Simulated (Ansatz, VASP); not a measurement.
**Ti: VASP beside Ansatz**

```xyz
3
Lattice="4.6000 0.0000 0.0000 -2.3000 3.9837 0.0000 0.0000 0.0000 2.8200" Properties=species:S:1:pos:R:3 pbc="T T T"
Ti    0.0000    0.0000    0.0000
Ti    0.0000    2.6558    1.4100
Ti    2.3000    1.3279    1.4100
```

Alike in both runs: task single point; functional PBEsol; k mesh 8 × 8 × 12; occupations methfessel-paxton of order 1, width 0.05 eV; no spin polarisation.

```csv
,VASP,Ansatz
version,VASP 6.6.1,Ansatz 0.2.0
potentials or method,"VASP PAW PBE potentials, release 64 (Ti_sv), cutoff 520 eV","plane waves, PAW"
valence electrons in the cell,36,36
```

|  | VASP | Ansatz | Ansatz less VASP |
| --- | --- | --- | --- |
| pressure (GPa) | -5.0 | -4.9 | +0.16 |
| traceless stress, the component that is largest in VASP (GPa) | 0.90 | 0.89 | -0.006 |

VASP's potentials were made for PBE, not for PBEsol.
